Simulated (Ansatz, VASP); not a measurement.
## Two plane-wave programs on HfO2

POSCAR

```
HfO2
1.0
    4.8135300000      0.0000000000      0.0000000000
    0.0000000000      4.8135300000      0.0000000000
    0.0000000000      0.0000000000      3.2054200000
Hf O
2 4
Direct
    0.0000000000      0.0000000000      0.0000000000
    0.5000000000      0.5000000000      0.5000000000
    0.1949600000      0.8050400000      0.5000000000
    0.3050400000      0.3050400000      0.0000000000
    0.6949600000      0.6949600000      0.0000000000
    0.8050400000      0.1949600000      0.5000000000
```

Contents of INCAR.step1:

```
SYSTEM = HfO2
PREC = Accurate
ENCUT = 520
ISMEAR = 0
SIGMA = 0.01
LREAL = .FALSE.
LASPH = .TRUE.
NELM = 80
NBANDS = 31
GGA = PE
ALGO = Normal
EDIFF = 1E-4
LWAVE = .TRUE.
LCHARG = .FALSE.
```

File INCAR.step2:

```
SYSTEM = HfO2
PREC = Accurate
ENCUT = 520
EDIFF = 1E-6
ISMEAR = 0
SIGMA = 0.01
LREAL = .FALSE.
LASPH = .TRUE.
NELM = 80
ALGO = Normal
ISIF = 2
LWAVE = .FALSE.
LCHARG = .TRUE.
METAGGA = R2SCAN
LMIXTAU = .TRUE.
LELF = .TRUE.
LVHAR = .TRUE.
NBANDS = 31
ISTART = 1
```

The input KPOINTS:

```
Automatic mesh
0
G
  4 4 6
  0 0 0
```

Input for Ansatz:

```yaml
crystal:
  lattice:
    - [4.81353, 0.0, 0.0]
    - [0.0, 4.81353, 0.0]
    - [0.0, 0.0, 3.20542]
  atoms:
    - { symbol: Hf, position: [0.0, 0.0, 0.0] }
    - { symbol: Hf, position: [0.5, 0.5, 0.5] }
    - { symbol: O, position: [0.19496, 0.80504, 0.5] }
    - { symbol: O, position: [0.30504, 0.30504, 0.0] }
    - { symbol: O, position: [0.69496, 0.69496, 0.0] }
    - { symbol: O, position: [0.80504, 0.19496, 0.5] }
basis:
  ecutwfc: 600.0
kpoints:
  mp_grid:
    grid: [4, 4, 6]
hamiltonian:
  xc: r2scan
scf:
  occupations:
    method: fixed
output:
  stress: true
```

Alike in both runs: task single point; functional r2SCAN; k mesh 4 × 4 × 6; no spin polarisation.

```csv
,VASP,Ansatz
version,VASP 6.6.1,Ansatz 0.2.0
potentials or method,"VASP PAW PBE potentials, release 64 (Hf_pv, O), cutoff 520 eV","plane waves, PAW"
occupations,"gaussian, width 0.01 eV",fixed
valence electrons in the cell,44,76
```

```csv
,VASP,Ansatz,Ansatz less VASP
pressure (GPa),0.3,3.5,+3.23
"traceless stress, the component that is largest in VASP (GPa)",-0.03,0.53,+0.560
```

VASP's potentials were made for PBE, not for r2SCAN. VASP's potentials hold 44 valence electrons a cell and Ansatz's 76, so a difference there can come from the potentials and not from the codes.

Neither program's run includes spin-orbit coupling.
